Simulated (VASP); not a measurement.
Input of a VASP 6.6.1 run:

File INCAR:

```
SYSTEM = CoO
PREC = Accurate
ENCUT = 520
EDIFF = 1E-6
ISMEAR = 0
SIGMA = 0.05
LREAL = .False.
LASPH = .True.
NELM = 150
ALGO = Normal
ISIF = 2
LWAVE = .False.
LCHARG = .False.
ISPIN = 2
MAGMOM = 3 0
LORBIT = 11
LMAXMIX = 4
LDAU = .True.
LDAUTYPE = 2
LDAUL = 2 -1
LDAUU = 4 0
LDAUJ = 0 0
LDAUPRINT = 1
NBANDS = 18
```

Contents of KPOINTS:

```
regular mesh
0
Gamma
  8 8 8
  0 0 0
```

POSCAR

```
CoO
1.0
    0.0000000000      2.1315016600      2.1315016600
    2.1315016600      0.0000000000      2.1315016600
    2.1315016600      2.1315016600      0.0000000000
Co O
1 1
Direct
    0.0000000000      0.0000000000      0.0000000000
    0.5000000000      0.5000000000      0.5000000000
```

Potentials or basis: VASP PAW LDA potentials, release 64 (Co, O).

The run is started by

```bash
$ cat potpaw_LDA.64/Co/POTCAR potpaw_LDA.64/O/POTCAR > POTCAR
$ mpirun -np 1 vasp_std > vasp.out
```

Question: Estimate the band gap on the k mesh.

Answer: Zero (filled and empty bands overlap).

Question: Estimate the pressure.

Answer: -19.4 GPa.

Question: Estimate the site moments.

Answer: Co +2.72; O +0.27 μB.

Eigenvalues of the final occupation matrices:
```tsv
site	spin	trace	eigenvalues
site 1 d	1	4.94	0.97 0.97 0.97 1.01 1.01
site 1 d	2	2.26	0.15 0.15 0.65 0.65 0.65
```

Caveat: a cell with one magnetic atom can't hold antiferromagnetic order, which such compounds often take. The state reached can hang on the start; a lower one may exist.
